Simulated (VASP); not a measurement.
Write the native input for VASP 6.6.1 that does the following.

| Property | Result |
| --- | --- |
| Task | single point |
| Functional | PBE |
| Potentials or basis | VASP PAW PBE potentials, release 64 (Zr_sv, Hf_pv, C) |
| Cutoff | 520 eV |
| k mesh | 12 × 12 × 4 |
| Occupations | gaussian, width 0.1 eV |
| Spin | no spin polarisation |
| Dipole correction | no |
| Further INCAR settings | ALGO = Normal; EDIFF = 1e-06; NBANDS = 31 |

The structure of Hf2ZrC3 lies in POSCAR:

```
Hf2ZrC3
1.0
    3.1999283035      0.0000000000      0.0000000000
   -1.5999641517      2.7712192011      0.0000000000
    0.0000000000      0.0000000000      7.8416959393
Zr Hf C
1 2 3
Direct
    0.0000000000      0.0000000000      0.0000000000
    0.6666666667      0.3333333333      0.6656135259
    0.3333333333      0.6666666667      0.3343864741
    0.3333333333      0.6666666667      0.8306280373
    0.6666666667      0.3333333333      0.1693719627
    0.0000000000      0.0000000000      0.5000000000
```

One way to write it, as run:

INCAR

```
PREC = Accurate ; ENCUT = 520
EDIFF = 1E-6 ; ISMEAR = 0
SIGMA = 0.1 ; LREAL = F
LASPH = T ; NELM = 60
ALGO = Normal ; ISIF = 2
LWAVE = F ; LCHARG = F
GGA = PE ; NBANDS = 31
```

KPOINTS

```
regular mesh
0
Gamma
  12 12 4
```

Potentials or basis: VASP PAW PBE potentials, release 64 (Zr_sv, Hf_pv, C).

The run is started by

```bash
$ cat potpaw_PBE.64/Zr_sv/POTCAR potpaw_PBE.64/Hf_pv/POTCAR potpaw_PBE.64/C/POTCAR > POTCAR
$ mpirun -np 1 vasp_std > vasp.out
```

Results of the run:

| Property | Result |
| --- | --- |
| Pressure | 26.1 GPa |
| Largest force | 0.020 eV/Å |
| Band gap on the k mesh | zero (bands 22 and 23 overlap by 1.43 eV) |

Caveat: the cell stands under pressure; spin-orbit coupling is left out, which moves the levels of the heavy elements.

Run time: 3.8 min on 1 thread of Intel Xeon 8259CL, with other jobs on the host, peak memory 0.28 GiB.
